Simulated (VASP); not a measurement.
A run of VASP 6.6.1:

The input INCAR:

```
PREC = Accurate ; ENCUT = 520
EDIFF = 1E-6 ; ISMEAR = -1
SIGMA = 0.05 ; LREAL = False
LASPH = True ; NELM = 100
ALGO = Normal ; ISIF = 2
LWAVE = False ; LCHARG = False
LDIPOL = True ; IDIPOL = 3
DIPOL = 0.5 0.5 0.500 ; GGA = CA
NBANDS = 34
```

KPOINTS

```
regular mesh
0
Gamma
  4 5 1
```

Contents of POSCAR:

```
LiPb
1.0
    4.9808601667      0.0000000000      0.0000000000
    0.0000000000      3.5220000000      0.0000000000
    0.0000000000      0.0000000000     20.9808601667
Li Pb
3 3
Direct
    0.5000000000      0.5000000000      0.3812999056
    0.0000000000      0.5000000000      0.5000000000
    0.5000000000      0.5000000000      0.6187000944
    0.0000000000      0.0000000000      0.3812999056
    0.5000000000      0.0000000000      0.5000000000
    0.0000000000      0.0000000000      0.6187000944
```

Potentials or basis: VASP PAW LDA potentials, release 64 (Li_sv, Pb_d).

Command:

```sh
$ cat potpaw_LDA.64/Li_sv/POTCAR potpaw_LDA.64/Pb_d/POTCAR > POTCAR
$ mpirun -np 1 vasp_std > vasp.out
```

Hardware: 1 thread of Intel(R) Xeon(R) Platinum 8488C (Sapphire Rapids) (shared host).

How long does it take, and how much memory?

Wall time 2.3 min on 1 thread of Intel(R) Xeon(R) Platinum 8488C (Sapphire Rapids), on a shared host, peak memory 0.37 GiB. Counts: scf iterations 21, k points 9.
